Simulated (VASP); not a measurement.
# TiB2 (P6/mmm) in VASP: relaxation of shape and atoms at fixed volume with PBE

Aim: the relaxation of shape and atoms at fixed volume of TiB2 with PBE.

Program: VASP 6.6.1. These are calculated values, not measurements. Logs are shortened: lines on timing, memory, paths and dates and some standing lists are left out, and cuts for length are marked.

## (1) The cell of the first run

It takes space group P6/mmm (No. 191, hexagonal). The conventional cell has a = 3.121 Å, b = 3.121 Å, c = 3.346 Å, α = 90.00°, β = 90.00°, γ = 120.00°. Within 3.2 Å of Ti (site symmetry 6/mmm) lie 12 B at 2.46 Å and 6 Ti at 3.12 Å. B (site symmetry -6m2) has 3 B at 1.80 Å and 6 Ti at 2.46 Å within 2.5 Å.

## (2) Relaxation of shape and atoms at fixed volume, PBE (9.41 Å³/atom)

File INCAR:

```
SYSTEM = TiB2
ALGO = Normal ; EDIFF = 1E-7
EDIFFG = -0.01 ; ENCUT = 600
GGA = PE ; IBRION = 2
ISIF = 4 ; ISMEAR = 0
LASPH = .True. ; LCHARG = .False.
LREAL = .False. ; LWAVE = .False.
NELM = 80 ; NSW = 50
PREC = Accurate ; SIGMA = 0.1
```

File KPOINTS:

```
k-points
0
Gamma
  15 15 14
  0 0 0
```

File POSCAR:

```
TiB2
1.0
    3.1214479538      0.0000000000      0.0000000000
   -1.5607239769      2.7032532246      0.0000000000
    0.0000000000      0.0000000000      3.3456738109
Ti B
1 2
Direct
    0.0000000000      0.0000000000      0.0000000000
    0.3333333333      0.6666666667      0.5000000000
    0.6666666667      0.3333333333      0.5000000000
```

Potentials or basis: VASP PAW PBE potentials, release 64 (Ti_sv, B).

Command:

```sh
$ cat potpaw_PBE.64/Ti_sv/POTCAR potpaw_PBE.64/B/POTCAR > POTCAR
$ mpirun -np 1 vasp_std > vasp.out
```

OUTCAR:

```text
SYSTEM = TiB2
   EDIFF = 1E-7
   EDIFFG = -0.01
   ENCUT = 600
   GGA = PE
   IBRION = 2
   ISIF = 4
   ISMEAR = 0
   LASPH = .True.
   LREAL = .False.
   NELM = 80
   NSW = 50
   PREC = Accurate

 ion  position               nearest neighbor table
   1  0.000  0.000  0.000-   2 2.46   3 2.46   2 2.46   3 2.46   3 2.46   3 2.46   2 2.46   2 2.46
                             3 2.46   3 2.46   2 2.46   2 2.46
   2  0.333  0.667  0.500-   3 1.80   3 1.80   3 1.80   1 2.46   1 2.46   1 2.46   1 2.46   1 2.46
                             1 2.46
   3  0.667  0.333  0.500-   2 1.80   2 1.80   2 1.80   1 2.46   1 2.46   1 2.46   1 2.46   1 2.46
                             1 2.46

  LATTYP: Found a hexagonal cell.
 ALAT       =     3.1214479538
 C/A-ratio  =     1.0718339246

  Lattice vectors:

 A1 = (   3.1214479538,   0.0000000000,   0.0000000000)
 A2 = (  -1.5607239769,   2.7032532246,   0.0000000000)
 A3 = (   0.0000000000,   0.0000000000,   3.3456738109)

Analysis of symmetry for initial positions (statically):
=====================================================================
 Subroutine PRICEL returns:
 Original cell was already a primitive cell.

 Routine SETGRP: Setting up the symmetry group for a
 hexagonal supercell.

 Subroutine GETGRP returns: Found 24 space group operations
 (whereof 24 operations were pure point group operations)
 out of a pool of 24 trial point group operations.

The static configuration has the point symmetry D_6h.

Analysis of symmetry for dynamics (positions and initial velocities):
=====================================================================
 Subroutine PRICEL returns:
 Original cell was already a primitive cell.

 Routine SETGRP: Setting up the symmetry group for a
 hexagonal supercell.

 Subroutine GETGRP returns: Found 24 space group operations
 (whereof 24 operations were pure point group operations)
 out of a pool of 24 trial point group operations.

The dynamic configuration has the point symmetry D_6h.

 Subroutine INISYM returns: Found 24 space group operations
 (whereof 24 operations are pure point group operations),
 and found     1 'primitive' translations

----------------------------------------------------------------------------------------

                                     Primitive cell
[... 157 lines left out ...]
  energy-cutoff  :      600.00
  volume of cell :       28.23
      direct lattice vectors                 reciprocal lattice vectors
     3.121447954  0.000000000  0.000000000     0.320364143  0.184962324  0.000000000
    -1.560723977  2.703253225  0.000000000     0.000000000  0.369924649  0.000000000
     0.000000000  0.000000000  3.345673811     0.000000000  0.000000000  0.298893454

 POSITION                                       TOTAL-FORCE (eV/Angst)
 -----------------------------------------------------------------------------------
      0.00000      0.00000      0.00000        -0.000000      0.000000      0.000000
     -0.00000      1.80217      1.67284        -0.000000     -0.000000      0.000000
      1.56072      0.90108      1.67284         0.000000      0.000000     -0.000000
 -----------------------------------------------------------------------------------
    total drift:                               -0.000000      0.000000      0.000000

  FREE ENERGIE OF THE ION-ELECTRON SYSTEM (eV)
  ---------------------------------------------------
  free  energy   TOTEN  =       -24.2644428652 eV

  energy  without entropy=      -24.2623308195  energy(sigma->0) =      -24.26338684

--------------------------------------- Ionic step        2  -------------------------------------------

 number of electron      18.0000000 magnetization

 Free energy of the ion-electron system (eV)
  ---------------------------------------------------
  ext. energy  EPLUGINS =         0.00000000
  ---------------------------------------------------
  free energy    TOTEN  =       -24.26510117 eV

  energy without entropy =      -24.26300640  energy(sigma->0) =      -24.26405379

 E-fermi :   8.9968     XC(G=0): -12.3121

 val. band max:        8.9939555205   @ k =   0.0667   0.0667   0.2857
 cond. band min:       9.0010469004   @ k =   0.2000   0.2000   0.1429
 fundamental gap:      0.0070913800
 Fermi energy:         8.9967715222

 k-point     1 :       0.0000    0.0000    0.0000
  band No.  band energies     occupation
      1     -48.2247      2.00000
      2     -24.5630      2.00000
      3     -24.2879      2.00000
      4     -24.2879      2.00000
      5      -4.0025      2.00000
      6       6.5864      2.00000
      7       6.6419      2.00000
      8       6.6419      2.00000
      9       7.0500      2.00000
     10      10.5951      0.00000
     11      10.5951      0.00000
     12      12.1377      0.00000
     13      12.1377      0.00000
[... 354 lines left out ...]
  band No.  band energies     occupation
      1     -48.1849      2.00000
      2     -24.5453      2.00000
      3     -24.5108      2.00000
      4     -24.4203      2.00000
      5       0.2936      2.00000
      6       0.5883      2.00000
      7       3.4422      2.00000
      8       6.4329      2.00000
      9       8.3778      2.00000
     10       8.9417      1.56358
     11      10.7207      0.00000
     12      11.3259      0.00000
     13      14.1055      0.00000

 [... further k-points ...]
[... 5 lines left out ...]
  --------------------------------------------------------------------------------------
  -------------------------------------------------------------------------------------
  Total       -3.4671785     -3.4671785     -3.4516916      0.0000000      0.0000000      0.0000000
  in kB     -196.7706648   -196.7706648   -195.8917468      0.0000000      0.0000000      0.0000000
  external PRESSURE =    -196.4776921 kB  Pullay stress =       0.0000000 kB

 VOLUME and BASIS-vectors are now :
 -----------------------------------------------------------------------------
  energy-cutoff  :      600.00
  volume of cell :       28.23
      direct lattice vectors                 reciprocal lattice vectors
     3.115770424  0.000000000  0.000000000     0.320947908  0.185299361 -0.000000000
    -1.557885212  2.698336340 -0.000000000     0.000000000  0.370598722 -0.000000000
    -0.000000000  0.000000000  3.357877835    -0.000000000 -0.000000000  0.297807142

 POSITION                                       TOTAL-FORCE (eV/Angst)
 -----------------------------------------------------------------------------------
      3.11577      0.00000      0.00000        -0.000000     -0.000000     -0.000000
     -0.00000      1.79889      1.67894        -0.000000     -0.000000     -0.000000
      1.55789      0.89945      1.67894         0.000000      0.000000      0.000000
 -----------------------------------------------------------------------------------
    total drift:                                0.000000      0.000000     -0.000000

  FREE ENERGIE OF THE ION-ELECTRON SYSTEM (eV)
  ---------------------------------------------------
  free  energy   TOTEN  =       -24.2651011747 eV

  energy  without entropy=      -24.2630063987  energy(sigma->0) =      -24.26405379

 reached required accuracy - stopping structural energy minimisation
```

OSZICAR:

```text
N       E                     dE             d eps       ncg     rms          rms(c)
DAV:   1     0.135626603780E+03    0.13563E+03   -0.10115E+04  5616   0.172E+03
[... 15 lines left out ...]
DAV:   1    -0.242664148262E+02   -0.19719E-02   -0.77279E-02  6021   0.448E+00    0.283E-01
DAV:   2    -0.242655571981E+02    0.85763E-03   -0.44701E-03  5752   0.680E-01    0.159E-01
DAV:   3    -0.242651500799E+02    0.40712E-03   -0.57477E-04  6849   0.312E-01    0.490E-02
DAV:   4    -0.242651041494E+02    0.45931E-04   -0.10919E-04  6943   0.130E-01    0.729E-03
DAV:   5    -0.242651015163E+02    0.26331E-05   -0.76345E-06  6049   0.339E-02    0.338E-03
DAV:   6    -0.242651011622E+02    0.35408E-06   -0.28533E-07  5260   0.632E-03    0.104E-03
DAV:   7    -0.242651011747E+02   -0.12499E-07   -0.25938E-08  3348   0.229E-03
   2 F= -.24265101E+02 E0= -.24264054E+02  d E =-.658310E-03
```

CONTCAR:

```text
TiB2
   1.00000000000000
     3.1157704242874926    0.0000000000000000    0.0000000000000000
    -1.5578852121437463    2.6983363398092837   -0.0000000000000000
    -0.0000000000000000    0.0000000000000000    3.3578778347042189
  Ti              B
     1     2
Direct
     1.0000000000000000    0.0000000000000000    0.0000000000000000
     0.3333333332999970    0.6666666667000030    0.5000000000000000
     0.6666666667000030    0.3333333332999970    0.5000000000000000

  0.00000000E+00  0.00000000E+00  0.00000000E+00
  0.00000000E+00  0.00000000E+00  0.00000000E+00
  0.00000000E+00  0.00000000E+00  0.00000000E+00
```

It took 3.6 min on 1 thread of Intel Xeon 8259CL, shared host; peak memory 0.24 GiB.

What came out:

| Item | Value |
| --- | --- |
| Free energy | -24.2651 eV |
| Energy gained by relaxing | 0.2 meV/atom |
| Ionic steps | 2 |
| Pressure after relaxing | -19.6 GPa |
| Band gap on the k mesh | zero (bands 9 and 10 overlap by 0.56 eV) |

Step by step:
```
step  energy change (eV)  largest force (eV/Å)  pressure (GPa)  volume (Å³)
   1              0.0000                0.0000          -19.82        28.23
   2             -0.0007                0.0000          -19.65        28.23
```

Final structure:
```
Ti B
1.0
     3.11577    0.00000    0.00000
    -1.55789    2.69834    0.00000
     0.00000    0.00000    3.35788
Ti B
1 2
Cartesian
  3.1158 0.0000 0.0000
  0.0000 1.7989 1.6789
  1.5579 0.8994 1.6789
```

Levels at points of the mesh, in eV from the Fermi level:
| k point | band 6 | band 7 | band 8 | band 9 | band 10 | band 11 | band 12 | band 13 |
| --- | --- | --- | --- | --- | --- | --- | --- | --- |
| (0.00, 0.00, 0.00) | -2.41 | -2.35 | -2.35 | -1.95 | 1.60 | 1.60 | 3.14 | 3.14 |
| (0.00, 0.00, 0.50) | -7.24 | -0.53 | -0.53 | -0.13 | -0.13 | 0.36 | 0.36 | 1.27 |
